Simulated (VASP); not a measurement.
GaN:

```
Ga N
1.0
     0.00000    2.13524    2.13524
     2.13524    0.00000    2.13524
     2.13524    2.13524    0.00000
Ga N
1 1
Cartesian
  0.0000 0.0000 0.0000
  2.1352 2.1352 2.1352
```

| Item | Value |
| --- | --- |
| Program | VASP 6.6.1 |
| Task | relaxation of cell and atoms |
| Functional | PBEsol |
| Dispersion | D3(BJ) |
| Potentials or basis | VASP PAW PBE potentials, release 64 (Ga_d, N) |
| Cutoff | 600 eV |
| k mesh | 11 × 11 × 11 |
| Occupations | fermi-dirac, width 0.05 eV |
| Spin | no spin polarisation |

At the start: pressure -11.9 GPa; volume 9.74 Å³/atom.

Question: How do energy, volume and symmetry change on relaxing?

Answer: Over 6 steps the energy falls by 20.0 meV/atom and the volume is 9.22 Å³/atom (-5.3 %); space group Fm-3m (No. 225, to 0.1 Å) before and after.

The path:
| step | energy change (eV) | largest force (eV/Å) | pressure (GPa) | volume (Å³) |
| --- | --- | --- | --- | --- |
| 1 | 0.0000 | 0.0000 | -11.85 | 19.47 |
| 2 | -0.0013 | 0.0000 | 14.52 | 17.51 |
| 3 | -0.0401 | 0.0000 | -0.29 | 18.44 |
| 4 | -0.0401 | 0.0000 | 0.27 | 18.42 |
| 5 | -0.0401 | 0.0000 | -0.35 | 18.45 |
| 6 | -0.0401 | 0.0000 | 0.05 | 18.43 |

Final structure:
```xyz
2
Lattice="0.0000 2.0966 2.0966 2.0966 0.0000 2.0966 2.0966 2.0966 0.0000" Properties=species:S:1:pos:R:3 pbc="T T T"
Ga    2.0966    2.0966    0.0000
N     2.0966    2.0966    2.0966
```

Caveat: the PAW data sets were made with another functional, which shifts forces and pressure a little.
